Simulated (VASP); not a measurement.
MgPt2O3:

```xyz
6
Lattice="3.0201 0.0000 0.0000 -1.5101 2.6155 0.0000 0.0000 0.0000 7.3926" Properties=species:S:1:pos:R:3 pbc="T T T"
Mg    0.0000    0.0000    0.0000
Pt    0.0000    1.7437    4.8495
Pt    1.5101    0.8718    2.5431
O     0.0000    1.7437    1.2264
O     1.5101    0.8718    6.1661
O     0.0000    0.0000    3.6963
```

| Property | Result |
| --- | --- |
| Program | VASP 6.6.1 |
| Task | relaxation of cell and atoms |
| Functional | PBEsol |
| Potentials or basis | VASP PAW PBE potentials, release 64 (Mg, Pt, O) |
| Cutoff | 600 eV |
| k mesh | 9 × 9 × 4 |
| Occupations | fermi-dirac, width 0.03 eV |
| Spin | no spin polarisation |

At the start: pressure 44.8 GPa; volume 9.73 Å³/atom.

Problem. Where does the relaxation end?

Solution. Over 25 steps the energy falls by 287.4 meV/atom and the volume is 10.92 Å³/atom (+12.2 %); space group P-3m1 (No. 164, to 0.1 Å) before and after.

Step by step:
```
step  energy change (eV)  largest force (eV/Å)  pressure (GPa)  volume (Å³)
   1              0.0000                2.7144           44.78        58.40
   2              0.2413                0.1703          -27.00        84.52
   3             -1.4605                0.7046           -4.20        69.05
   4             -1.4645                0.7527           -2.78        68.54
   5             -1.4647                0.7735           -2.17        68.33
   6             -1.5678                0.6126           -0.76        67.36
   7             -1.6345                0.1827            3.21        65.32
   8             -1.6387                0.2805            2.32        65.72
   9             -1.6436                0.0677           -2.62        67.20
  10             -1.6493                0.0980           -0.60        66.57
  11             -1.6558                0.0372           -0.39        66.44
  12             -1.6686                0.1809            0.24        66.05
  13             -1.6475                0.7601            1.88        65.21
  14             -1.6694                0.2894            0.48        65.90
  15             -1.6728                0.2927            0.42        65.89
  16             -1.6826                0.3051            0.28        65.86
  17             -1.6982                0.3464           -0.01        65.77
  18             -1.7021                0.4832           -0.44        65.47
  19             -1.7057                0.4184           -0.29        65.63
  20             -1.7159                0.2413            0.06        65.50
  21             -1.7209                0.1800            0.56        65.34
  22             -1.7234                0.0984           -0.20        65.59
  23             -1.7236                0.0618           -0.54        65.70
  24             -1.7241                0.0205            0.11        65.50
  25             -1.7241                0.0048           -0.01        65.54
```

Final structure:
```cif
data_structure
_symmetry_space_group_name_H-M 'P 1'
_symmetry_Int_Tables_number 1
_cell_length_a 3.0305
_cell_length_b 3.0305
_cell_length_c 8.2400
_cell_angle_alpha 90.000
_cell_angle_beta 90.000
_cell_angle_gamma 120.000
_cell_volume 65.54
loop_
_atom_site_label
_atom_site_type_symbol
_atom_site_fract_x
_atom_site_fract_y
_atom_site_fract_z
_atom_site_occupancy
Mg1 Mg 0.00000 0.00000 0.00000 1
Pt1 Pt 0.33333 0.66667 0.67883 1
Pt2 Pt 0.66667 0.33333 0.32117 1
O1 O 0.33333 0.66667 0.13522 1
O2 O 0.66667 0.33333 0.86478 1
O3 O 0.00000 0.00000 0.50000 1
```

Caveat: the PAW data sets were made with another functional, which shifts forces and pressure a little.
